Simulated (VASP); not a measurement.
Set up this calculation in VASP 6.6.1, as the native input.

- Task: single point
- Functional: BLYP
- Potentials or basis: VASP PAW PBE potentials, release 64 (Pt)
- Cutoff: 520 eV
- k mesh: 12 × 12 × 12
- Occupations: fermi-dirac, width 0.05 eV
- Spin: no spin polarisation
- Dipole correction: no
- Further INCAR settings: ALGO = Normal; EDIFF = 1e-06; NBANDS = 11

The structure of Pt lies in POSCAR:

```
Pt
1.0
    0.0000000000      2.0263192200      2.0263192200
    2.0263192200      0.0000000000      2.0263192200
    2.0263192200      2.0263192200      0.0000000000
Pt
1
Direct
    0.0000000000      0.0000000000      0.0000000000
```

These files were run (other wordings do the same):

INCAR

```
SYSTEM = Pt
PREC = Accurate
ENCUT = 520
EDIFF = 1E-6
ISMEAR = -1
SIGMA = 0.05
LREAL = .False.
LASPH = .True.
NELM = 100
ALGO = Normal
ISIF = 2
LWAVE = .False.
LCHARG = .False.
GGA = B5
ALDAX = 1.0
AGGAX = 1.0
AGGAC = 1.0
ALDAC = 0.0
NBANDS = 11
```

KPOINTS

```
regular mesh
0
Gamma
  12 12 12
  0 0 0
```

Potentials or basis: VASP PAW PBE potentials, release 64 (Pt).

Launch:

```bash
$ cat potpaw_PBE.64/Pt/POTCAR > POTCAR
$ mpirun -np 1 vasp_std > vasp.out
```

Results of the run:

The pressure is 1.0 GPa and the band gap on the k mesh is zero (band 5 reaches 10.46 eV, above the bottom of band 6 at 8.56 eV).

Caveat: the PAW data sets were made with another functional, which shifts forces and pressure a little; spin-orbit coupling is left out, which moves the levels of the heavy elements.

Wall time 9.6 s on 1 thread of AMD EPYC 9R45 (Zen 5), on a shared host, peak memory 0.11 GiB.
